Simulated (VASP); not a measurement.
Write the native input for VASP 6.6.1 that does the following.

```yaml
Task: single point
Functional: LDA
Potentials_or_basis: VASP PAW LDA potentials, release 64 (W_sv, S)
Cutoff: 500 eV
k_mesh: 4 × 4 × 4
Occupations: gaussian, width 0.01 eV
Spin: no spin polarisation
Dipole_correction: no
Further_INCAR_settings: ALGO = Normal; EDIFF = 1e-06; NBANDS = 20
```

The structure of WS2 (Tungstenite) lies in POSCAR:

```
WS2
1.0
    1.5858867090      0.9156121184      6.2374759783
   -1.5858867090      0.9156121184      6.2374759783
    0.0000000000     -1.8312242367      6.2374759783
W S
1 2
Direct
    0.0006662242      0.0006662242      0.0006662242
    0.2505579538      0.2505579538      0.2505579538
    0.4174758221      0.4174758221      0.4174758221
```

These files were run (other wordings do the same):

INCAR

```
PREC = Accurate
ENCUT = 500
EDIFF = 1E-6
ISMEAR = 0
SIGMA = 0.01
LREAL = F
LASPH = T
NELM = 120
ALGO = Normal
ISIF = 2
LWAVE = F
LCHARG = F
NBANDS = 20
GGA_COMPAT = F
```

KPOINTS

```
Automatic mesh
0
Gamma
  4 4 4
```

Potentials or basis: VASP PAW LDA potentials, release 64 (W_sv, S).

Launch:

```bash
$ cat potpaw_LDA.64/W_sv/POTCAR potpaw_LDA.64/S/POTCAR > POTCAR
$ mpirun -np 1 vasp_std > vasp.out
```

It gave:

* Pressure: -4.8 GPa
* Largest force: 0.310 eV/Å
* Band gap on the k mesh: 1.34 eV, indirect (least direct gap 2.28 eV)

Caveat: the k points lie up to 0.58 Å⁻¹ apart; spin-orbit coupling is left out, which moves the levels of the heavy elements.

It took 30 s on 1 thread of Intel(R) Xeon(R) Platinum 8375C CPU @ 2.90GHz (Ice Lake), with other jobs on the host, peak memory 0.24 GiB.
